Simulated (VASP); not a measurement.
A run of VASP 6.6.1 is set up as follows.

Contents of INCAR:

```
PREC = Accurate ; ENCUT = 520
EDIFF = 1E-7 ; ISMEAR = 0
SIGMA = 0.15 ; LREAL = F
LASPH = T ; NELM = 60
ALGO = Normal ; ISIF = 2
LWAVE = F ; LCHARG = F
GGA = PS ; NBANDS = 12
```

The input KPOINTS:

```
Automatic mesh
0
Gamma
  20 20 20
```

POSCAR

```
Nb
1.0
   -1.6389907500      1.6389907500      1.6389907500
    1.6389907500     -1.6389907500      1.6389907500
    1.6389907500      1.6389907500     -1.6389907500
Nb
1
Direct
    0.0000000000      0.0000000000      0.0000000000
```

Potentials or basis: VASP PAW PBE potentials, release 64 (Nb_sv).

Run with:

```bash
$ cat potpaw_PBE.64/Nb_sv/POTCAR > POTCAR
$ mpirun -np 1 vasp_std > vasp.out
```

Task: Predict the pressure.

Result: -1.4 GPa.

Caveat: the cell differs from its parent crystal (strain -0.015 along x and y, -0.015 along z); the PAW data sets were made with another functional, which shifts forces and pressure a little.
